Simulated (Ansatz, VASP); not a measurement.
## One calculation of Cu, two programs

```xyz
1
Lattice="0.0000 1.7592 1.7592 1.7592 0.0000 1.7592 1.7592 1.7592 0.0000" Properties=species:S:1:pos:R:3 pbc="T T T"
Cu    0.0000    0.0000    0.0000
```

Alike in both runs: functional LDA; k mesh 20 × 20 × 20; occupations fermi-dirac, width 0.15 eV; no spin polarisation.

Ansatz relaxed the structure, and its values are those at the end. VASP's run is a single point on that final structure, the one shown.

|  | VASP | Ansatz |
| --- | --- | --- |
| version | VASP 6.6.1 | Ansatz 0.2.0 |
| potentials or method | VASP PAW LDA potentials, release 64 (Cu), cutoff 520 eV | scalar-relativistic, plane waves, PAW |
| valence electrons in the cell | 11 | 19 |

|  | VASP | Ansatz | Ansatz less VASP |
| --- | --- | --- | --- |
| gap on the k mesh at the Fermi level (eV) | none | none | - |
| pressure (GPa) | 0.9 | 0.0 | -0.92 |

Ansatz warns that its potentials were made for another functional, while VASP's fit it. LDA's correlation is that of Perdew and Zunger in VASP and of Perdew and Wang (1992) in Ansatz. A gap of «none» marks a metal or a gap that the smearing closes. VASP's potentials hold 11 valence electrons a cell and Ansatz's 19, so a difference there can come from the potentials and not from the codes.
